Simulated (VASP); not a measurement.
Set up this calculation in VASP 6.6.1, as the native input.

| Item | Value |
| --- | --- |
| Task | single point |
| Functional | r2SCAN |
| Potentials or basis | VASP PAW PBE potentials, release 64 (Be, S) |
| Cutoff | 520 eV |
| k mesh | 6 × 6 × 6 |
| Occupations | methfessel-paxton, width 0.2 eV |
| Spin | no spin polarisation |
| Dipole correction | no |
| Further INCAR settings | ALGO = Normal; EDIFF = 1e-07; NBANDS = 11 |

Crystal: BeS.

```
CELL_PARAMETERS angstrom
0.00000 2.31730 2.31730
2.31730 0.00000 2.31730
2.31730 2.31730 0.00000
ATOMIC_POSITIONS crystal
Be 0.00000 0.00000 0.00000
S 0.50000 0.50000 0.50000
```

One way to write it, as run:

POSCAR

```
BeS
1.0
    0.0000000000      2.3172971951      2.3172971951
    2.3172971951      0.0000000000      2.3172971951
    2.3172971951      2.3172971951      0.0000000000
Be S
1 1
Direct
    0.0000000000      0.0000000000      0.0000000000
    0.5000000000      0.5000000000      0.5000000000
```

INCAR.step1

```
SYSTEM = BeS
PREC = Accurate
ENCUT = 520
ISMEAR = 1
SIGMA = 0.2
LREAL = .FALSE.
LASPH = .TRUE.
NELM = 60
NBANDS = 11
GGA = PE
ALGO = Normal
EDIFF = 1E-4
LWAVE = .TRUE.
LCHARG = .FALSE.
```

INCAR.step2

```
SYSTEM = BeS
PREC = Accurate
ENCUT = 520
EDIFF = 1E-7
ISMEAR = 1
SIGMA = 0.2
LREAL = .FALSE.
LASPH = .TRUE.
NELM = 60
ALGO = Normal
ISIF = 2
LWAVE = .FALSE.
LCHARG = .TRUE.
METAGGA = R2SCAN
LMIXTAU = .TRUE.
LELF = .TRUE.
LVHAR = .TRUE.
NBANDS = 11
ISTART = 1
```

KPOINTS

```
Automatic mesh
0
G
  6 6 6
  0 0 0
```

Potentials or basis: VASP PAW PBE potentials, release 64 (Be, S).

Run with:

```bash
$ cat potpaw_PBE.64/Be/POTCAR potpaw_PBE.64/S/POTCAR > POTCAR
$ cp INCAR.step1 INCAR
$ mpirun -np 1 vasp_std > vasp.out
$ cp INCAR.step2 INCAR
$ mpirun -np 1 vasp_std > vasp.out
```

Results of the run:

- Pressure: 0.1 GPa
- Band gap on the k mesh: 1.35 eV, indirect (least direct gap 4.59 eV)

Caveat: the PAW data sets were made with another functional, which shifts forces and pressure a little.

Wall time 12 s on 1 thread of Intel(R) Xeon(R) Platinum 8488C (Sapphire Rapids), with other jobs on the host, peak memory 0.13 GiB.
